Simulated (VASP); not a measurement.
# Rh (P-1) in VASP: single point with PBEsol

Aim: the single point of Rh with PBEsol.

Program: VASP 6.6.1. These are calculated values, not measurements. Logs are shortened: lines on timing, memory, paths and dates and some standing lists are left out, and cuts for length are marked.

### Step 1. The cell of the first run

The typed cell holds 2 atoms: a = 2.689 Å, b = 2.689 Å, c = 4.329 Å, α = 90.00°, β = 90.00°, γ = 120.00°.

### Step 2. Single point, PBEsol (atom 1 (Rh) moved by (-0.150, -0.300) A along x and z)

INCAR reads:

```
ALGO = Fast
EDIFF = 1E-6
ENCUT = 520
GGA = PS
ISIF = 2
ISMEAR = 0
KPAR = 4
LASPH = True
LCHARG = True
LREAL = False
LVHAR = True
LWAVE = False
NBANDS = 22
NELM = 60
PREC = Accurate
SIGMA = 0.15
```

KPOINTS reads:

```
k-points
0
Gamma
  24 24 14
```

POSCAR reads:

```
Rh
1.0
    2.6887360848      0.0000000000      0.0000000000
   -1.3443680424      2.3285137535      0.0000000000
    0.0000000000      0.0000000000      4.3290202437
Rh
2
Direct
    0.6108783724      0.3333333333      0.6807002548
    0.3333333333      0.6666666667      0.2500000000
```

Potentials or basis: VASP PAW PBE potentials, release 64 (Rh_pv).

Started as:

```sh
> cat potpaw_PBE.64/Rh_pv/POTCAR > POTCAR
> mpirun -np 4 vasp_std > vasp.out
```

OUTCAR:

```text
EDIFF = 1E-6
   ENCUT = 520
   GGA = PS
   ISIF = 2
   ISMEAR = 0
   LASPH = True
   LREAL = False
   NELM = 60
   PREC = Accurate

 ion  position               nearest neighbor table
   1  0.611  0.333  0.681-   2 2.35   2 2.43   2 2.51   2 2.85   2 2.92   2 2.98
   2  0.333  0.667  0.250-   1 2.35   1 2.43   1 2.51   1 2.85   1 2.92   1 2.98

  LATTYP: Found a hexagonal cell.
 ALAT       =     2.6887360848
 C/A-ratio  =     1.6100577026

  Lattice vectors:

 A1 = (   2.6887360848,   0.0000000000,   0.0000000000)
 A2 = (  -1.3443680424,   2.3285137535,   0.0000000000)
 A3 = (   0.0000000000,   0.0000000000,   4.3290202437)

Analysis of symmetry for initial positions (statically):
=====================================================================
 Subroutine PRICEL returns:
 Original cell was already a primitive cell.

 Routine SETGRP: Setting up the symmetry group for a
 hexagonal supercell.

 Subroutine GETGRP returns: Found  2 space group operations
 (whereof  1 operations were pure point group operations)
 out of a pool of 24 trial point group operations.

The static configuration has the point symmetry C_1 .
 The point group associated with its full space group is S_2 .

Analysis of symmetry for dynamics (positions and initial velocities):
=====================================================================
 Subroutine PRICEL returns:
 Original cell was already a primitive cell.

 Routine SETGRP: Setting up the symmetry group for a
 hexagonal supercell.

 Subroutine GETGRP returns: Found  2 space group operations
 (whereof  1 operations were pure point group operations)
 out of a pool of 24 trial point group operations.

The dynamic configuration has the point symmetry C_1 .
 The point group associated with its full space group is S_2 .

 Subroutine INISYM returns: Found  2 space group operations
 (whereof  1 operations are pure point group operations),
 and found     1 'primitive' translations

----------------------------------------------------------------------------------------

                                     Primitive cell

  volume of cell :      27.1030

  direct lattice vectors                    reciprocal lattice vectors
     2.688736085  0.000000000  0.000000000     0.371921962  0.214729245  0.000000000
    -1.344368042  2.328513753  0.000000000     0.000000000  0.429458490  0.000000000
     0.000000000  0.000000000  4.329020244     0.000000000  0.000000000  0.230999151

  length of vectors
[... 79 lines left out ...]
   LASPH  =      T    aspherical Exc in radial PAW
   ENCUT  =  520.0 eV  38.22 Ry    6.18 a.u.   5.00  5.00  8.05*2*pi/ulx,y,z
   NELM   =     60;   NELMIN=  2; NELMDL= -5     # of ELM steps
   EDIFF  = 0.1E-05   stopping-criterion for ELM
   LREAL  =      F    real-space projection
   EDIFFG = 0.1E-04   stopping-criterion for IOM
   NSW    =      0    number of steps for IOM
   IBRION =     -1    ionic relax: 0-MD 1-quasi-New 2-CG
   NFREE  =      0    steps in history (QN), initial steepest desc. (CG)
   ISIF   =      2    stress and relaxation
   ISYM   =      2    0-nonsym 1-usesym 2-fastsym
   POTIM  = 0.5000    time-step for ionic-motion
   TEBEG  =    0.0;   TEEND  =   0.0 temperature during run
   PSTRESS=    0.0 pullay stress
   NELECT =      30.0000    total number of electrons
   NUPDOWN=      -1.0000    fix difference up-down
   EMIN   =  10.00;   EMAX   =-10.00  energy-range for DOS
   EFERMI =   0.00;   METHOD = LEGACY
   ISMEAR =     0;   SIGMA  =   0.15  broadening in eV -4-tet -1-fermi 0-gaus
   EFERMI_NEDOS =   21; number of points for ismear=-14 and -15
   IALGO  =     68    algorithm
   IMIX   =      4    mixing-type and parameters
     AMIX     =   0.40;   BMIX     =  1.00
     AMIX_MAG =   1.60;   BMIX_MAG =  1.00
  volume/ion in A,a.u.               =      13.55        91.45
  Fermi-wavevector in a.u.,A,eV,Ry     =   1.693466  3.200186 39.019139  2.867826
  Thomas-Fermi vector in A             =   2.774866
   LORBIT       =      0    0 simple, 1 ext, 2 COOP (PROOUT), +10 PAW based schemes
   GGA     = PS    functional components
   LHFCALC =     F    Hartree Fock is set to
   AEXX    =    0.0000 exact exchange contribution
   IVDW    =     0    specifies the selected vdW correction
   LEPSILON=     F    determine dielectric tensor
   LRPA    =     F    only Hartree local field effects (RPA)
 non-spin polarized calculation
 RMM-DIIS sequential band-by-band and
 Gauss-broadening in eV      SIGMA  =   0.15
  energy-cutoff  :      520.00
  volume of cell :       27.10
 maximum number of plane-waves:       756
   NGX =  9   NGY =  9   NGZ = 17

 number of electron      29.9999999 magnetization

 Free energy of the ion-electron system (eV)
  ---------------------------------------------------
  ext. energy  EPLUGINS =         0.00000000
  ---------------------------------------------------
  free energy    TOTEN  =       -15.57046788 eV

  energy without entropy =      -15.53784043  energy(sigma->0) =      -15.55415416

 E-fermi :  12.2326     XC(G=0): -14.2504

 val. band max:       12.2325390492   @ k =  -0.3750  -0.2917  -0.3571
 cond. band min:      12.2334686456   @ k =  -0.3333  -0.3750  -0.2143
 fundamental gap:      0.0009295964
 Fermi energy:        12.2325942284

 k-point     1 :       0.0000    0.0000    0.0000
  band No.  band energies     occupation
      1     -35.3664      2.00000
      2     -34.5624      2.00000
      3     -34.4241      2.00000
      4     -34.3125      2.00000
      5     -34.2998      2.00000
      6     -34.2751      2.00000
[... 589 lines left out ...]
     21      27.4699      0.00000
     22      28.4230      0.00000

 [... further k-points ...]

------------------------ aborting loop because EDIFF is reached ----------------------------------------

  FORCE on cell =-STRESS in cart. coord.  units (eV):
  Direction    XX          YY          ZZ          XY          YZ          ZX
  --------------------------------------------------------------------------------------
  -------------------------------------------------------------------------------------
  Total        2.2389052      2.0963123      4.3609610     -0.7966256     -0.1722146      1.4821894
  in kB      132.3517492    123.9224422    257.7960052    -47.0921220    -10.1803792     87.6188769
  external PRESSURE =     171.3567322 kB  Pullay stress =       0.0000000 kB

 VOLUME and BASIS-vectors are now :
 -----------------------------------------------------------------------------
  energy-cutoff  :      520.00
  volume of cell :       27.10
      direct lattice vectors                 reciprocal lattice vectors
     2.688736085  0.000000000  0.000000000     0.371921962  0.214729245  0.000000000
    -1.344368042  2.328513753  0.000000000     0.000000000  0.429458490  0.000000000
     0.000000000  0.000000000  4.329020244     0.000000000  0.000000000  0.230999151

 POSITION                                       TOTAL-FORCE (eV/Angst)
 -----------------------------------------------------------------------------------
      1.19437      0.77617      2.94677         0.981119     -0.075126      4.182319
     -0.00000      1.55234      1.08226        -0.981119      0.075126     -4.182319
 -----------------------------------------------------------------------------------
    total drift:                                0.000011      0.000012      0.000021

  FREE ENERGIE OF THE ION-ELECTRON SYSTEM (eV)
  ---------------------------------------------------
  free  energy   TOTEN  =       -15.5704678807 eV

  energy  without entropy=      -15.5378404325  energy(sigma->0) =      -15.55415416
```

OSZICAR:

```text
N       E                     dE             d eps       ncg     rms          rms(c)
DAV:   1     0.330537152707E+03    0.33054E+03   -0.19056E+04177992   0.160E+03
DAV:   2    -0.938732516504E+01   -0.33992E+03   -0.32758E+03183872   0.479E+02
DAV:   3    -0.166826272908E+02   -0.72953E+01   -0.72583E+01208076   0.796E+01
DAV:   4    -0.167312696044E+02   -0.48642E-01   -0.48638E-01197106   0.651E+00
DAV:   5    -0.167320309042E+02   -0.76130E-03   -0.76129E-03210962   0.846E-01    0.188E+01
RMM:   6    -0.156327700235E+02    0.10993E+01   -0.23262E+00183000   0.129E+01    0.695E+00
RMM:   7    -0.155785537941E+02    0.54216E-01   -0.20150E-01186631   0.335E+00    0.250E+00
RMM:   8    -0.155705603359E+02    0.79935E-02   -0.21745E-02199492   0.147E+00    0.261E-01
RMM:   9    -0.155704578891E+02    0.10245E-03   -0.18293E-03208194   0.430E-01    0.726E-02
RMM:  10    -0.155704654445E+02   -0.75554E-05   -0.42991E-04214749   0.227E-01    0.211E-02
RMM:  11    -0.155704657029E+02   -0.25840E-06   -0.99107E-05229875   0.102E-01    0.651E-03
RMM:  12    -0.155704678775E+02   -0.21746E-05   -0.24411E-05238624   0.514E-02    0.411E-03
RMM:  13    -0.155704678807E+02   -0.32560E-08   -0.65001E-06185591   0.275E-02
   1 F= -.15570468E+02 E0= -.15554154E+02  d E =-.326274E-01
```

stdout:

```text
POSCAR found type information on POSCAR Rh
 POSCAR found :  1 types and       2 ions
 scaLAPACK will be used
 -----------------------------------------------------------------------------
|                                                                             |
|                                                                             |
|     You enforced a specific xc type in the INCAR file but a different       |
|     I HOPE YOU KNOW WHAT YOU ARE DOING!                                     |
|                                                                             |
 -----------------------------------------------------------------------------

 LDA part: xc-table for (Slater+PW92), standard interpolation
 POSCAR, INCAR and KPOINTS ok, starting setup
 FFT: planning ... GRIDC
 FFT: planning ... GRID_SOFT
 FFT: planning ... GRID
 WAVECAR not read
 entering main loop
```

Wall time 9 min (4 MPI ranks of Oxide Virtual Turin-like, shared host); peak memory 1.7 GiB.

What came out:

- Free energy: -15.5705 eV
- Pressure: 17.1 GPa
- Largest force: 4.297 eV/Å
- Band gap on the k mesh: zero (bands 15 and 16 overlap by 2.03 eV)

Forces in eV/Å, atoms in the order of the input:
```
Rh   0.981 -0.075  4.182
Rh  -0.981  0.075 -4.182
```

Levels at points of the mesh, in eV from the Fermi level:
| k point | band 12 | band 13 | band 14 | band 15 | band 16 | band 17 | band 18 | band 19 |
| --- | --- | --- | --- | --- | --- | --- | --- | --- |
| (0.00, 0.00, 0.00) | -3.46 | -2.89 | -1.89 | -1.35 | -0.15 | 0.67 | 1.06 | 7.74 |
| (0.50, 0.00, 0.00) | -2.15 | -1.96 | 0.33 | 0.35 | 0.98 | 2.50 | 5.60 | 8.47 |
| (0.00, 0.50, 0.00) | -2.29 | -2.26 | 0.21 | 0.36 | 0.85 | 2.94 | 5.17 | 8.98 |
| (0.50, 0.50, 0.00) | -2.58 | -2.27 | 0.06 | 0.46 | 0.89 | 3.40 | 4.70 | 9.57 |
| (0.00, 0.00, 0.50) | -3.71 | -3.61 | -2.22 | -1.22 | -0.61 | 0.00 | 0.18 | 12.40 |
| (0.50, 0.00, 0.50) | -0.93 | -0.90 | -0.62 | 0.42 | 0.62 | 2.27 | 3.88 | 7.92 |
| (0.00, 0.50, 0.50) | -0.87 | -0.63 | -0.23 | 0.29 | 0.71 | 1.90 | 3.32 | 8.37 |
| (0.50, 0.50, 0.50) | -0.82 | -0.36 | 0.14 | 0.16 | 0.75 | 1.61 | 2.77 | 8.81 |

Caveat: the cell differs from its parent crystal (atom 1 (Rh) moved by (-0.150, -0.300) A along x and z); the stress differs along the axes, from 12 to 26 GPa; the PAW data sets were made with another functional, which shifts forces and pressure a little.
